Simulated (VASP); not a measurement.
A run of VASP 6.6.1 is set up as follows.

INCAR

```
SYSTEM = WS2
  PREC = Accurate
  ENCUT = 520
  EDIFF = 1E-6
  ISMEAR = -1
  SIGMA = 0.05
  LREAL = .FALSE.
  LASPH = .TRUE.
  NELM = 100
  ALGO = Normal
  ISIF = 2
  LWAVE = .FALSE.
  LCHARG = .FALSE.
  GGA = PE
  NBANDS = 20
```

KPOINTS

```
regular mesh
0
G
  10 10 3
  0 0 0
```

The input POSCAR:

```
WS2
1.0
    2.5567023278      0.0000000000      0.0000000000
    0.0000000000      2.5567023278      0.0000000000
    0.0000000000      0.0000000000      9.1093686202
W S
1 2
Direct
    0.5000000000      0.5000000000      0.5000000000
    0.5000000000      0.5000000000      0.7656600000
    0.5000000000      0.5000000000      0.2343400000
```

Potentials or basis: VASP PAW PBE potentials, release 64 (W_sv, S).

Run with:

```sh
$ cat potpaw_PBE.64/W_sv/POTCAR potpaw_PBE.64/S/POTCAR > POTCAR
$ mpirun -np 1 vasp_std > vasp.out
```

Question: What does it give for the pressure?

Answer: 5.9 GPa.

Question: Predict the band gap on the k mesh.

Answer: Zero (band 13 reaches 8.55 eV, above the bottom of band 14 at 4.56 eV).

Question: What does it give for the largest force?

Answer: 0.454 eV/Å.

Forces on the atoms (eV/Å):
```
W    0.000  0.000  0.000
S    0.000  0.000  0.454
S    0.000  0.000 -0.454
```

Caveat: spin-orbit coupling is left out, which moves the levels of the heavy elements; this functional lacks dispersion, which binds the layers, so the pressure and a relaxed spacing across them are unreliable.
